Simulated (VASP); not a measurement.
A run of VASP 6.6.1 is set up as follows.

File INCAR:

```
  PREC = Accurate
  ENCUT = 520
  EDIFF = 1E-6
  ISMEAR = 0
  SIGMA = 0.15
  LREAL = F
  LASPH = T
  NELM = 80
  ALGO = Normal
  ISIF = 2
  LWAVE = F
  LCHARG = F
  GGA = PE
  IVDW = 12
  NBANDS = 10
```

Contents of KPOINTS:

```
Automatic mesh
0
Gamma
  16 16 12
```

The input POSCAR:

```
Li
1.0
    0.0000000000     -2.1059436271     -2.1059436271
    0.0000000000      2.1059436271     -2.1059436271
    4.2118872542      0.0000000000      0.0000000000
Li
2
Direct
    0.5000000000      0.5000000000      0.5000000000
    0.0000000000      0.0000000000      0.0000000000
```

Potentials or basis: VASP PAW PBE potentials, release 64 (Li_sv).

Run with:

```bash
$ cat potpaw_PBE.64/Li_sv/POTCAR > POTCAR
$ mpirun -np 1 vasp_std > vasp.out
```

Estimate the dispersion energy per atom.

-0.183 eV.

What does it give for the band gap on the k mesh?

Zero (bands 3 and 4 overlap by 5.78 eV).
